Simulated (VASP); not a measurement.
# Rh in VASP: notebook

Runs on Rh. Level: r2SCAN. Tasks: single point.

Program: VASP 6.6.1. These are calculated values, not measurements. Logs are shortened: lines on timing, memory, paths and dates and some standing lists are left out, and cuts for length are marked.

### 1 The cell of the first run

The structure is cubic, space group Fm-3m (No. 225). Conventional cell: a = 3.796 Å, b = 3.796 Å, c = 3.796 Å, α = 90.00°, β = 90.00°, γ = 90.00°. Within 3.5 Å of Rh (site symmetry m-3m) lie 12 Rh at 2.68 Å.

### 2 Single point, r2SCAN

Input file POSCAR:

```
Rh
1.0
    0.0000000000      1.8978500000      1.8978500000
    1.8978500000      0.0000000000      1.8978500000
    1.8978500000      1.8978500000      0.0000000000
Rh
1
Direct
    0.0000000000      0.0000000000      0.0000000000
```

Input file INCAR.step1:

```
SYSTEM = Rh
PREC = Accurate ; ENCUT = 550
ISMEAR = -1 ; SIGMA = 0.1
LREAL = .False. ; LASPH = .True.
NELM = 120 ; NBANDS = 14
GGA = PE ; ALGO = Normal
EDIFF = 1E-5 ; LWAVE = .True.
LCHARG = .False. ; GGA_COMPAT = .False.
```

Input file INCAR.step2:

```
SYSTEM = Rh
PREC = Accurate ; ENCUT = 550
EDIFF = 1E-6 ; ISMEAR = -1
SIGMA = 0.1 ; LREAL = .False.
LASPH = .True. ; NELM = 120
ALGO = Normal ; ISIF = 2
LWAVE = .False. ; LCHARG = .False.
METAGGA = R2SCAN ; LMIXTAU = .True.
NBANDS = 14 ; ISTART = 1
GGA_COMPAT = .False.
```

Input file KPOINTS:

```
Automatic mesh
0
Gamma
  10 10 10
  0 0 0
```

Potentials or basis: VASP PAW PBE potentials, release 64 (Rh_pv).

On the command line:

```bash
$ cat potpaw_PBE.64/Rh_pv/POTCAR > POTCAR
$ cp INCAR.step1 INCAR
$ mpirun -np 1 vasp_std > vasp.out
$ cp INCAR.step2 INCAR
$ mpirun -np 1 vasp_std > vasp.out
```

OUTCAR:

```text
SYSTEM = Rh
   PREC = Accurate
   ENCUT = 550
   EDIFF = 1E-6
   ISMEAR = -1
   LREAL = .False.
   LASPH = .True.
   NELM = 120
   ISIF = 2
   METAGGA = R2SCAN
   ISTART = 1

 ion  position               nearest neighbor table
   1  0.000  0.000  0.000-

  LATTYP: Found a face centered cubic cell.
 ALAT       =     3.7957000000

  Lattice vectors:

 A1 = (   0.0000000000,   1.8978500000,   1.8978500000)
 A2 = (   1.8978500000,   0.0000000000,   1.8978500000)
 A3 = (   1.8978500000,   1.8978500000,   0.0000000000)

Analysis of symmetry for initial positions (statically):
=====================================================================
 Subroutine PRICEL returns:
 Original cell was already a primitive cell.

 Routine SETGRP: Setting up the symmetry group for a
 face centered cubic supercell.

 Subroutine GETGRP returns: Found 48 space group operations
 (whereof 48 operations were pure point group operations)
 out of a pool of 48 trial point group operations.

The static configuration has the point symmetry O_h .

Analysis of symmetry for dynamics (positions and initial velocities):
=====================================================================
 Subroutine PRICEL returns:
 Original cell was already a primitive cell.

 Routine SETGRP: Setting up the symmetry group for a
 face centered cubic supercell.

 Subroutine GETGRP returns: Found 48 space group operations
 (whereof 48 operations were pure point group operations)
 out of a pool of 48 trial point group operations.

The dynamic configuration has the point symmetry O_h .

 Subroutine INISYM returns: Found 48 space group operations
 (whereof 48 operations are pure point group operations),
 and found     1 'primitive' translations

----------------------------------------------------------------------------------------

                                     Primitive cell

  volume of cell :      13.6715

  direct lattice vectors                    reciprocal lattice vectors
     0.000000000  1.897850000  1.897850000    -0.263456016  0.263456016  0.263456016
     1.897850000  0.000000000  1.897850000     0.263456016 -0.263456016  0.263456016
     1.897850000  1.897850000  0.000000000     0.263456016  0.263456016 -0.263456016

  length of vectors
     2.683965209  2.683965209  2.683965209     0.456319205  0.456319205  0.456319205

  position of ions in fractional coordinates (direct lattice)
     0.000000000  0.000000000  0.000000000

  ion indices of the primitive-cell ions
   primitive index   ion index
                 1           1

----------------------------------------------------------------------------------------

 KPOINTS: Automatic mesh

Automatic generation of k-mesh.
 Grid dimensions read from file:
 generate k-points for:   10   10   10

 Generating k-lattice:

  Cartesian coordinates                     Fractional coordinates (reciprocal lattice)
    -0.026345602  0.026345602  0.026345602     0.100000000  0.000000000  0.000000000
     0.026345602 -0.026345602  0.026345602     0.000000000  0.100000000  0.000000000
     0.026345602  0.026345602 -0.026345602     0.000000000  0.000000000  0.100000000

  Length of vectors
     0.045631921  0.045631921  0.045631921

  Shift w.r.t. Gamma in fractional coordinates (k-lattice)
     0.000000000  0.000000000  0.000000000

 Subroutine IBZKPT returns following result:
 ===========================================

 Found     47 irreducible k-points:

 Following reciprocal coordinates:
            Coordinates               Weight
  0.000000  0.000000  0.000000      1.000000
  0.100000  0.000000  0.000000      8.000000
  0.200000  0.000000  0.000000      8.000000
  0.300000  0.000000  0.000000      8.000000
  0.400000  0.000000  0.000000      8.000000
  0.500000  0.000000  0.000000      4.000000
[... 16 lines left out ...]
  0.300000  0.300000  0.000000      6.000000
  0.400000  0.300000  0.000000     24.000000
 [... further k-points ...]
   k-points           NKPTS =     47   k-points in BZ     NKDIM =     47   number of bands    NBANDS=     14
   number of dos      NEDOS =    301   number of ions     NIONS =      1
   total plane-waves  NPLWV =  13824
   dimension x,y,z NGX =    24 NGY =   24 NGZ =   24
   dimension x,y,z NGXF=    48 NGYF=   48 NGZF=   48
   ions per type =               1
   NGX,Y,Z   is equivalent  to a cutoff of  14.87, 14.87, 14.87 a.u.
   NGXF,Y,Z  is equivalent  to a cutoff of  29.73, 29.73, 29.73 a.u.
 SYSTEM =  Rh
   PREC   = accura    normal or accurate (medium, high low for compatibility)
   ISTART =      1    job   : 0-new  1-cont  2-samecut
   ICHARG =      0    charge: 1-file 2-atom 10-const
   ISPIN  =      1    spin polarized calculation?
   LNONCOLLINEAR =      F non collinear calculations
   LSORBIT =      F    spin-orbit coupling
   LASPH  =      T    aspherical Exc in radial PAW
   ENCUT  =  550.0 eV  40.42 Ry    6.36 a.u.   5.13  5.13  5.13*2*pi/ulx,y,z
[... 65 lines left out ...]
      8      10.7526      1.99996
      9      10.7526      1.99996
     10      28.5467      0.00000
     11      29.2025      0.00000
     12      34.3356      0.00000
     13      34.3356      0.00000
     14      34.3356      0.00000

 k-point     2 :       0.1000    0.0000    0.0000
  band No.  band energies     occupation
      1     -36.0449      2.00000
      2     -35.9763      2.00000
      3     -35.9763      2.00000
      4       4.0275      2.00000
      5       8.4627      2.00000
      6       8.7886      2.00000
      7       8.7886      2.00000
      8      10.6750      1.99998
      9      10.6750      1.99998
     10      29.1217      0.00000
     11      29.2028      0.00000
     12      32.4358      0.00000
     13      34.9379      0.00000
     14      34.9379      0.00000

 k-point     3 :       0.2000    0.0000    0.0000
  band No.  band energies     occupation
      1     -36.2496      2.00000
      2     -36.0041      2.00000
      3     -36.0041      2.00000
      4       5.0308      2.00000
      5       8.2862      2.00000
      6       9.0149      2.00000
      7       9.0149      2.00000
      8      10.7133      1.99998
      9      10.7133      1.99998
     10      29.1963      0.00000
     11      29.3083      0.00000
     12      30.2107      0.00000
     13      36.5370      0.00000
     14      36.5370      0.00000

 k-point     4 :       0.3000    0.0000    0.0000
  band No.  band energies     occupation
      1     -36.4973      2.00000
      2     -36.0383      2.00000
      3     -36.0383      2.00000
      4       5.6409      2.00000
      5       8.8879      2.00000
      6       8.8879      2.00000
      7       9.2119      2.00000
      8      11.3076      1.99056
      9      11.3076      1.99056
     10      26.0793      0.00000
     11      29.2032      0.00000
     12      29.7616      0.00000
     13      37.3235      0.00000
     14      37.3235      0.00000

 k-point     5 :       0.4000    0.0000    0.0000
  band No.  band energies     occupation
      1     -36.6936      2.00000
      2     -36.0658      2.00000
      3     -36.0658      2.00000
      4       5.5469      2.00000
      5       8.6297      2.00000
      6       8.6297      2.00000
      7      11.3587      1.98433
      8      12.0809      0.16928
      9      12.0809      0.16928
     10      22.7566      0.00000
     11      28.5786      0.00000
[... 276 lines left out ...]
 k-point    22 :      -0.2000    0.2000    0.0000
  band No.  band energies     occupation
      1     -36.4581      2.00000
      2     -36.1916      2.00000
      3     -36.0347      2.00000
      4       6.7521      2.00000
      5       7.6521      2.00000
      6       8.6661      2.00000
      7       9.7736      2.00000
      8      10.0554      2.00000
      9      13.1577      0.00000
     10      27.5187      0.00000
     11      28.9767      0.00000
     12      29.2037      0.00000
     13      33.2570      0.00000
     14      35.5456      0.00000

 k-point    23 :       0.3000    0.3000    0.0000
  band No.  band energies     occupation
      1     -36.4724      2.00000
      2     -36.1588      2.00000
      3     -36.1588      2.00000
      4       6.0791      2.00000
      5       6.4996      2.00000
      6      10.6252      1.99999
      7      10.9885      1.99961
      8      10.9885      1.99961
      9      11.7578      1.40116
     10      29.2022      0.00000
     11      29.9751      0.00000
     12      29.9751      0.00000
     13      30.3198      0.00000
     14      33.7333      0.00000

 k-point    24 :       0.4000    0.3000    0.0000
  band No.  band energies     occupation
      1     -36.5784      2.00000
      2     -36.2171      2.00000
      3     -36.1917      2.00000
      4       5.9956      2.00000
      5       6.3215      2.00000
      6      10.3745      2.00000
      7      11.1237      1.99849
      8      12.3228      0.01632
      9      13.3647      0.00000
     10      26.8956      0.00000
     11      28.8028      0.00000
     12      28.8847      0.00000
     13      29.2055      0.00000
     14      34.6189      0.00000

 [... further k-points ...]

------------------------ aborting loop because EDIFF is reached ----------------------------------------

  FORCE on cell =-STRESS in cart. coord.  units (eV):
  Direction    XX          YY          ZZ          XY          YZ          ZX
  --------------------------------------------------------------------------------------
  -------------------------------------------------------------------------------------
  Total        0.1997242      0.1997242      0.1997242      0.0000000     -0.0000000     -0.0000000
  in kB       23.4059137     23.4059137     23.4059137      0.0000000     -0.0000000     -0.0000000
  external PRESSURE =      23.4059137 kB  Pullay stress =       0.0000000 kB

 VOLUME and BASIS-vectors are now :
 -----------------------------------------------------------------------------
  energy-cutoff  :      550.00
  volume of cell :       13.67
      direct lattice vectors                 reciprocal lattice vectors
     0.000000000  1.897850000  1.897850000    -0.263456016  0.263456016  0.263456016
     1.897850000  0.000000000  1.897850000     0.263456016 -0.263456016  0.263456016
     1.897850000  1.897850000  0.000000000     0.263456016  0.263456016 -0.263456016

 POSITION                                       TOTAL-FORCE (eV/Angst)
 -----------------------------------------------------------------------------------
      0.00000      0.00000      0.00000         0.000000      0.000000      0.000000
 -----------------------------------------------------------------------------------
    total drift:                               -0.000000      0.000000      0.000000

  FREE ENERGIE OF THE ION-ELECTRON SYSTEM (eV)
  ---------------------------------------------------
  free  energy   TOTEN  =       -24.1684026053 eV

  energy  without entropy=      -24.1252629529  energy(sigma->0) =      -24.14683278
```

Wall time 32 s (1 thread of Intel Xeon 8259CL, shared host); peak memory 0.15 GiB.

What came out:

| Item | Value |
| --- | --- |
| Free energy | -24.1684 eV |
| Pressure | 2.3 GPa |
| Band gap on the k mesh | zero (an odd number of electrons rules out a gap without spin polarisation) |

Caveat: an empty level that is flat over the whole mesh can mark a ghost state of the potentials, or a narrow d or f band; the PAW data sets were made with another functional, which shifts forces and pressure a little.

[end of part 1 of 2]
